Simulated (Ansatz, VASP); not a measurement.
# CuRu: VASP beside Ansatz

```
Cu Ru
1.0
     0.00000    2.97529    2.97529
     2.97529    0.00000    2.97529
     2.97529    2.97529    0.00000
Cu Ru
2 2
Direct
  0.00000 0.00000 0.00000
  0.25000 0.25000 0.25000
  0.50000 0.50000 0.50000
  0.75000 0.75000 0.75000
```

Alike in both runs: functional PBE; k mesh 14 × 14 × 14; occupations gaussian, width 0.1 eV; no spin polarisation.

Ansatz relaxed the structure, and its values are those at the end. VASP's run is a single point on that final structure, the one shown.

|  | VASP | Ansatz |
| --- | --- | --- |
| version | VASP 6.6.1 | Ansatz 0.2.0 |
| potentials or method | VASP PAW PBE potentials, release 64 (Cu, Ru_pv), cutoff 520 eV | scalar-relativistic, plane waves, PAW |
| valence electrons in the cell | 50 | 70 |

```tsv
	VASP	Ansatz	Ansatz less VASP
gap on the k mesh at the Fermi level (eV)	none	none	-
pressure (GPa)	-0.1	0.0	+0.10
```

A gap of «none» marks a metal or a gap that the smearing closes. The functional is the same, so the differences come from potentials, cutoffs and numerics. VASP's potentials hold 50 valence electrons a cell and Ansatz's 70, so a difference there can come from the potentials and not from the codes.
